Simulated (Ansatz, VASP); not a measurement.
ScAl3N4: VASP beside Ansatz

```
Sc Al N
1.0
     4.83136   -2.78680   -0.00463
    -3.22646   -0.01801   -4.94175
     3.25895    5.63948   -0.00082
Sc Al N
2 6 8
Direct
  0.34846 0.03492 0.00116
  0.94086 0.52423 0.13376
  0.81991 0.98862 0.25486
  0.33459 0.00133 0.50708
  0.84019 0.00321 0.74193
  0.40691 0.49127 0.38687
  0.91751 0.49803 0.62414
  0.41909 0.51342 0.86505
  0.59924 0.59281 0.15189
  0.15626 0.61983 0.42890
  0.64982 0.61584 0.64937
  0.14802 0.61766 0.88345
  0.75220 0.10253 0.02572
  0.20155 0.09617 0.29550
  0.71660 0.11179 0.52737
  0.22078 0.13231 0.75896
```

Alike in both runs: functional r2SCAN; k mesh 4 × 4 × 4; occupations gaussian, width 0.1 eV; no spin polarisation.

Ansatz relaxed the structure, and its values are those at the end. VASP's run is a single point on that final structure, the one shown.

|  | VASP | Ansatz |
| --- | --- | --- |
| version | VASP 6.6.1 | Ansatz 0.2.0 |
| potentials or method | VASP PAW PBE potentials, release 64 (Sc_sv, Al, N), cutoff 520 eV | scalar-relativistic, plane waves, PAW |
| valence electrons in the cell | 80 | 80 |

|  | VASP | Ansatz | Ansatz less VASP |
| --- | --- | --- | --- |
| gap on the k mesh at the Fermi level (eV) | 3.97 | 3.96 | -0.012 |
| least direct gap on the mesh (eV) | 4.25 | 4.23 | -0.025 |
| pressure (GPa) | 0.1 | 0.0 | -0.12 |
| rms of the force components (eV/Å) | 0.037 | 0.010 | -0.0275 |

VASP's potentials were made for PBE, not for r2SCAN.
